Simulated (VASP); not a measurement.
SnO (Romarchite):

```
Sn O
1.0
     3.79265    0.00000    0.00000
     0.00000    3.79265    0.00000
     0.00000    0.00000    4.75821
Sn O
2 2
Direct
  0.50000 0.00000 0.24103
  0.00000 0.50000 0.75897
  0.00000 0.00000 0.00000
  0.50000 0.50000 0.00000
```

Base run:

- Program: VASP 6.6.1
- Functional: PBE
- Potentials or basis: VASP PAW PBE potentials, release 64 (Sn_d, O)
- Cutoff: 520 eV
- k mesh: 6 × 6 × 6
- Occupations: fermi-dirac, width 0.02 eV
- Spin: no spin polarisation

Its results: band gap on the k mesh zero (band 20 reaches 7.50 eV, above the bottom of band 21 at 7.44 eV); pressure 5.6 GPa; largest force 0.583 eV/Å.

Q: The run is repeated on the same cell with these changes: functional from PBE to r2SCAN; further incar settings from ALGO = Normal; EDIFF = 1e-07; NBANDS = 28 to ALGO = Normal; EDIFF = 1e-06; NBANDS = 28. What comes out?

A: Band gap on the k mesh 0.03 eV, indirect (least direct gap 2.20 eV); pressure 1.8 GPa; largest force 0.119 eV/Å.

Caveats: spin-orbit coupling is left out, which moves the levels of the heavy elements; the PAW data sets were made with another functional, which shifts forces and pressure a little (some runs).

A k mesh can miss the band edges.
